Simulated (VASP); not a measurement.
# MgO5 (P6/mmm) in VASP: notebook

The runs below take MgO5 through single point, relaxation of cell and atoms, with PBE.

All numbers are computed with VASP 6.6.1; they aren't measurements. Logs are shortened: lines on timing, memory, paths and dates and some standing lists are left out, and cuts for length are marked.

### 1 The cell of the first run

It takes space group P6/mmm (No. 191, hexagonal). Conventional cell: a = 4.024 Å, b = 4.024 Å, c = 3.840 Å, α = 90.00°, β = 90.00°, γ = 120.00°. Within 2.5 Å of Mg (site symmetry 6/mmm) lie 8 O at 1.92 to 2.32 Å. Within 2.5 Å of O (site symmetry -6m2) lie 5 O at 1.92 to 2.32 Å and 3 Mg at 2.32 Å. Within 2.5 Å of O (site symmetry 6/mmm) lie 2 Mg at 1.92 Å and 6 O at 2.32 Å. O (site symmetry -6m2) has 8 O at 1.92 to 2.32 Å within 2.5 Å.

### 2 Single point, PBE, collinear spin, ferromagnetic start

INCAR reads:

```
SYSTEM = MgO5
ALGO = Normal
EDIFF = 1E-6
ENCUT = 520
GGA = PE
ISIF = 2
ISMEAR = 0
ISPIN = 2
LASPH = .TRUE.
LCHARG = .FALSE.
LORBIT = 11
LREAL = .FALSE.
LWAVE = .FALSE.
MAGMOM = 0 1 1 1 1 1
NBANDS = 29
NELM = 150
PREC = Accurate
SIGMA = 0.1
```

KPOINTS reads:

```
k-points
0
G
  6 6 4
  0 0 0
```

POSCAR reads:

```
MgO5
1.0
    4.0241006627      0.0000000000      0.0000000000
   -2.0120503314      3.4849734013      0.0000000000
    0.0000000000      0.0000000000      3.8398613602
Mg O
1 5
Direct
    0.0000000000      0.0000000000      0.5000000000
    0.3333333333      0.6666666667      0.5000000000
    0.6666666667      0.3333333333      0.5000000000
    0.0000000000      0.0000000000      0.0000000000
    0.3333333333      0.6666666667      0.0000000000
    0.6666666667      0.3333333333      0.0000000000
```

Potentials or basis: VASP PAW PBE potentials, release 64 (Mg, O).

Run with:

```
$ cat potpaw_PBE.64/Mg/POTCAR potpaw_PBE.64/O/POTCAR > POTCAR
$ mpirun -np 1 vasp_std > vasp.out
```

OUTCAR:

```text
SYSTEM = MgO5
   EDIFF = 1E-6
   ENCUT = 520
   GGA = PE
   ISIF = 2
   ISMEAR = 0
   ISPIN = 2
   LASPH = .TRUE.
   LORBIT = 11
   LREAL = .FALSE.
   NELM = 150
   PREC = Accurate

 ion  position               nearest neighbor table
   1  0.000  0.000  0.500-   4 1.92   4 1.92   2 2.32   3 2.32   3 2.32   2 2.32   3 2.32   2 2.32

   2  0.333  0.667  0.500-   5 1.92   5 1.92   1 2.32   1 2.32   1 2.32
   3  0.667  0.333  0.500-   6 1.92   6 1.92   1 2.32   1 2.32   1 2.32
   4  0.000  0.000  0.000-   1 1.92   1 1.92
   5  0.333  0.667  0.000-   2 1.92   2 1.92
   6  0.667  0.333  0.000-   3 1.92   3 1.92

  LATTYP: Found a hexagonal cell.
 ALAT       =     4.0241006627
 C/A-ratio  =     0.9542160304

  Lattice vectors:

 A1 = (   4.0241006627,   0.0000000000,   0.0000000000)
 A2 = (  -2.0120503314,   3.4849734013,   0.0000000000)
 A3 = (   0.0000000000,   0.0000000000,   3.8398613602)

Analysis of symmetry for initial positions (statically):
=====================================================================
 Subroutine PRICEL returns:
 Original cell was already a primitive cell.

 Routine SETGRP: Setting up the symmetry group for a
 hexagonal supercell.

 Subroutine GETGRP returns: Found 24 space group operations
 (whereof 24 operations were pure point group operations)
 out of a pool of 24 trial point group operations.

The static configuration has the point symmetry D_6h.

Analysis of symmetry for dynamics (positions and initial velocities):
=====================================================================
 Subroutine PRICEL returns:
 Original cell was already a primitive cell.

 Routine SETGRP: Setting up the symmetry group for a
 hexagonal supercell.

 Subroutine GETGRP returns: Found 24 space group operations
 (whereof 24 operations were pure point group operations)
 out of a pool of 24 trial point group operations.

The dynamic configuration has the point symmetry D_6h.

Analysis of structural, dynamic, and magnetic symmetry:
=====================================================================
 Subroutine PRICEL returns:
 Original cell was already a primitive cell.

 Routine SETGRP: Setting up the symmetry group for a
 hexagonal supercell.

 Subroutine GETGRP returns: Found 24 space group operations
 (whereof 24 operations were pure point group operations)
 out of a pool of 24 trial point group operations.

The overall configuration has the point symmetry D_6h.

 Subroutine INISYM returns: Found 24 space group operations
 (whereof 24 operations are pure point group operations),
 and found     1 'primitive' translations

----------------------------------------------------------------------------------------

                                     Primitive cell

  volume of cell :      53.8498

  direct lattice vectors                    reciprocal lattice vectors
     4.024100663  0.000000000  0.000000000     0.248502730  0.143473118  0.000000000
    -2.012050331  3.484973401  0.000000000     0.000000000  0.286946236  0.000000000
     0.000000000  0.000000000  3.839861360     0.000000000  0.000000000  0.260426069

  length of vectors
     4.024100663  4.024100663  3.839861360     0.286946236  0.286946236  0.260426069

  position of ions in fractional coordinates (direct lattice)
     0.000000000  0.000000000  0.500000000
     0.333333333  0.666666667  0.500000000
     0.666666667  0.333333333  0.500000000
     0.000000000  0.000000000  0.000000000
     0.333333333  0.666666667  0.000000000
     0.666666667  0.333333333  0.000000000

  ion indices of the primitive-cell ions
   primitive index   ion index
                 1           1
                 2           2
                 3           3
                 4           4
                 5           5
                 6           6

----------------------------------------------------------------------------------------

 KPOINTS: k-points

Automatic generation of k-mesh.
 Grid dimensions read from file:
 generate k-points for:    6    6    4

 Generating k-lattice:

  Cartesian coordinates                     Fractional coordinates (reciprocal lattice)
     0.041417122  0.023912186  0.000000000     0.166666667  0.000000000  0.000000000
     0.000000000  0.047824373  0.000000000     0.000000000  0.166666667  0.000000000
     0.000000000  0.000000000  0.065106517     0.000000000  0.000000000  0.250000000

  Length of vectors
     0.047824373  0.047824373  0.065106517

  Shift w.r.t. Gamma in fractional coordinates (k-lattice)
     0.000000000  0.000000000  0.000000000

 Subroutine IBZKPT returns following result:
 ===========================================

 Found     21 irreducible k-points:

 Following reciprocal coordinates:
            Coordinates               Weight
  0.000000  0.000000  0.000000      1.000000
  0.166667  0.000000  0.000000      6.000000
  0.333333  0.000000  0.000000      6.000000
  0.500000 -0.000000  0.000000      3.000000
  0.166667  0.166667  0.000000      6.000000
  0.333333  0.166667  0.000000     12.000000
[... 13 lines left out ...]
  0.333333  0.166667  0.500000     12.000000
  0.333333  0.333333  0.500000      2.000000
   k-points           NKPTS =     21   k-points in BZ     NKDIM =     21   number of bands    NBANDS=     29
   number of dos      NEDOS =    301   number of ions     NIONS =      6
   total plane-waves  NPLWV =  27000
   dimension x,y,z NGX =    30 NGY =   30 NGZ =   30
   dimension x,y,z NGXF=    60 NGYF=   60 NGZF=   60
   ions per type =               1   5
   NGX,Y,Z   is equivalent  to a cutoff of  12.39, 12.39, 12.99 a.u.
   NGXF,Y,Z  is equivalent  to a cutoff of  24.79, 24.79, 25.98 a.u.
 SYSTEM =  MgO5
   PREC   = accura    normal or accurate (medium, high low for compatibility)
   ISTART =      0    job   : 0-new  1-cont  2-samecut
   ICHARG =      2    charge: 1-file 2-atom 10-const
   ISPIN  =      2    spin polarized calculation?
   LNONCOLLINEAR =      F non collinear calculations
   LSORBIT =      F    spin-orbit coupling
   LASPH  =      T    aspherical Exc in radial PAW
   ENCUT  =  520.0 eV  38.22 Ry    6.18 a.u.   7.48  7.48  7.14*2*pi/ulx,y,z
   NELM   =    150;   NELMIN=  2; NELMDL= -5     # of ELM steps
   EDIFF  = 0.1E-05   stopping-criterion for ELM
   LREAL  =      F    real-space projection
   EDIFFG = 0.1E-04   stopping-criterion for IOM
   NSW    =      0    number of steps for IOM
   IBRION =     -1    ionic relax: 0-MD 1-quasi-New 2-CG
   NFREE  =      0    steps in history (QN), initial steepest desc. (CG)
   ISIF   =      2    stress and relaxation
   ISYM   =      2    0-nonsym 1-usesym 2-fastsym
   POTIM  = 0.5000    time-step for ionic-motion
   TEBEG  =    0.0;   TEEND  =   0.0 temperature during run
   PSTRESS=    0.0 pullay stress
   NELECT =      32.0000    total number of electrons
   NUPDOWN=      -1.0000    fix difference up-down
   EMIN   =  10.00;   EMAX   =-10.00  energy-range for DOS
   EFERMI =   0.00;   METHOD = LEGACY
   ISMEAR =     0;   SIGMA  =   0.10  broadening in eV -4-tet -1-fermi 0-gaus
   EFERMI_NEDOS =   21; number of points for ismear=-14 and -15
   IALGO  =     38    algorithm
   IMIX   =      4    mixing-type and parameters
     AMIX     =   0.40;   BMIX     =  1.00
     AMIX_MAG =   1.60;   BMIX_MAG =  1.00
  volume/ion in A,a.u.               =       8.97        60.57
  Fermi-wavevector in a.u.,A,eV,Ry     =   1.376354  2.600932 25.774208  1.894351
  Thomas-Fermi vector in A             =   2.501607
   LORBIT       =     11    0 simple, 1 ext, 2 COOP (PROOUT), +10 PAW based schemes
   GGA     = PE    functional components
   LHFCALC =     F    Hartree Fock is set to
   AEXX    =    0.0000 exact exchange contribution
   IVDW    =     0    specifies the selected vdW correction
   LEPSILON=     F    determine dielectric tensor
   LRPA    =     F    only Hartree local field effects (RPA)
 spin polarized calculation
 Gauss-broadening in eV      SIGMA  =   0.10
  energy-cutoff  :      520.00
  volume of cell :       53.85
 maximum number of plane-waves:      1468
 NGX is ok and might be reduce to    30
   NGX = 15   NGY = 15   NGZ = 15

 number of electron      32.0000012 magnetization       2.0255817

 Free energy of the ion-electron system (eV)
  ---------------------------------------------------
  ext. energy  EPLUGINS =         0.00000000
  ---------------------------------------------------
  free energy    TOTEN  =       -23.58576454 eV

  energy without entropy =      -23.56629777  energy(sigma->0) =      -23.57603115

 E-fermi :   1.9199     XC(G=0): -11.2463

 val. band max:        1.9080407461   @ k =   0.1667   0.0000   0.2500
 cond. band min:       1.9341421875   @ k =   0.3333   0.3333   0.0000
 fundamental gap:      0.0261014414
 Fermi energy:         1.9199084434

 spin component 1

 k-point     1 :       0.0000    0.0000    0.0000
  band No.  band energies     occupation
      1     -18.3375      1.00000
      2     -15.5807      1.00000
      3     -15.4280      1.00000
      4     -13.5373      1.00000
      5     -12.0070      1.00000
      6      -4.7040      1.00000
[... 20 lines left out ...]
     27      19.2811      0.00000
     28      19.2811      0.00000

 k-point     2 :       0.1667    0.0000    0.0000
  band No.  band energies     occupation
      1     -18.1681      1.00000
      2     -15.7460      1.00000
      3     -15.4665      1.00000
      4     -13.5263      1.00000
      5     -12.1330      1.00000
      6      -4.5710      1.00000
[... 581 lines left out ...]
 k-point    21 :       0.3333    0.3333    0.5000
  band No.  band energies     occupation
      1     -15.7927      1.00000
      2     -15.4600      1.00000
      3     -15.4600      1.00000
      4     -15.2082      1.00000
      5     -15.2082      1.00000
      6      -3.2782      1.00000
[... 20 lines left out ...]
     27      20.6872      0.00000
     28      20.6872      0.00000
 Fermi energy:         1.9199084434

 spin component 2

 k-point     1 :       0.0000    0.0000    0.0000
  band No.  band energies     occupation
      1     -17.8107      1.00000
      2     -15.1521      1.00000
      3     -14.2276      1.00000
      4     -12.7432      1.00000
      5     -11.5137      1.00000
      6      -4.5222      1.00000
[... 20 lines left out ...]
     27      19.3205      0.00000
     28      19.3932      0.00000

 k-point     2 :       0.1667    0.0000    0.0000
  band No.  band energies     occupation
      1     -17.6496      1.00000
      2     -15.3192      1.00000
      3     -14.1875      1.00000
      4     -12.8101      1.00000
      5     -11.6413      1.00000
      6      -4.3909      1.00000
[... 581 lines left out ...]
 k-point    21 :       0.3333    0.3333    0.5000
  band No.  band energies     occupation
      1     -14.9265      1.00000
      2     -14.9265      1.00000
      3     -14.9022      1.00000
      4     -14.9022      1.00000
      5     -14.1450      1.00000
      6      -2.9553      1.00000
[... 20 lines left out ...]
     27      20.7398      0.00000
     28      20.7398      0.00000
 [bands above 28 left out]

------------------------ aborting loop because EDIFF is reached ----------------------------------------

  FORCE on cell =-STRESS in cart. coord.  units (eV):
  Direction    XX          YY          ZZ          XY          YZ          ZX
  --------------------------------------------------------------------------------------
  -------------------------------------------------------------------------------------
  Total        0.5134815      0.5134815     -0.2478417     -0.0000000     -0.0000000      0.0000000
  in kB       15.2774748     15.2774748     -7.3739670     -0.0000000     -0.0000000      0.0000000
  external PRESSURE =       7.7269942 kB  Pullay stress =       0.0000000 kB

 VOLUME and BASIS-vectors are now :
 -----------------------------------------------------------------------------
  energy-cutoff  :      520.00
  volume of cell :       53.85
      direct lattice vectors                 reciprocal lattice vectors
     4.024100663  0.000000000  0.000000000     0.248502730  0.143473118  0.000000000
    -2.012050331  3.484973401  0.000000000     0.000000000  0.286946236  0.000000000
     0.000000000  0.000000000  3.839861360     0.000000000  0.000000000  0.260426069

 POSITION                                       TOTAL-FORCE (eV/Angst)
 -----------------------------------------------------------------------------------
      0.00000      0.00000      1.91993         0.000000     -0.000000     -0.000000
     -0.00000      2.32332      1.91993         0.000000     -0.000000      0.000000
      2.01205      1.16166      1.91993        -0.000000      0.000000     -0.000000
      0.00000      0.00000      0.00000         0.000000     -0.000000     -0.000000
     -0.00000      2.32332      0.00000        -0.000000      0.000000      0.000000
      2.01205      1.16166      0.00000        -0.000000     -0.000000     -0.000000
 -----------------------------------------------------------------------------------
    total drift:                               -0.000000      0.000000      0.000000

  FREE ENERGIE OF THE ION-ELECTRON SYSTEM (eV)
  ---------------------------------------------------
  free  energy   TOTEN  =       -23.5857645359 eV

  energy  without entropy=      -23.5662977708  energy(sigma->0) =      -23.57603115

 total charge

# of ion       s       p       d       tot
------------------------------------------
    1        0.133   0.154   0.068   0.355
    2        1.633   3.105   0.000   4.738
    3        1.633   3.105   0.000   4.738
    4        1.614   3.210   0.000   4.824
    5        1.656   2.952   0.000   4.607
    6        1.656   2.952   0.000   4.607
--------------------------------------------------
tot          8.325  15.477   0.068  23.869

 magnetization (x)

# of ion       s       p       d       tot
------------------------------------------
    1       -0.004  -0.002   0.001  -0.006
    2        0.002   0.155   0.000   0.156
    3        0.002   0.155   0.000   0.156
    4        0.012   0.840   0.000   0.851
    5        0.005   0.293   0.000   0.298
    6        0.005   0.293   0.000   0.298
--------------------------------------------------
tot          0.020   1.732   0.001   1.753
```

Wall time 41 s (1 thread of Intel Xeon 6975P-C (Granite Rapids), shared host); peak memory 0.2 GiB.

Results:

- Free energy: -23.5858 eV
- Pressure: 0.8 GPa
- Band gap on the k mesh: zero (filled and empty bands overlap)
- Net moment: 2.03 μB per cell
- Site moments: Mg -0.01; O +0.16, +0.85, +0.30 μB
- Valence electrons inside the program's atomic spheres: Mg 0.35; O 4.74, 4.82, 4.61

Caveat: the k points lie up to 0.41 Å⁻¹ apart.

(Continued in part 2 of 2.)
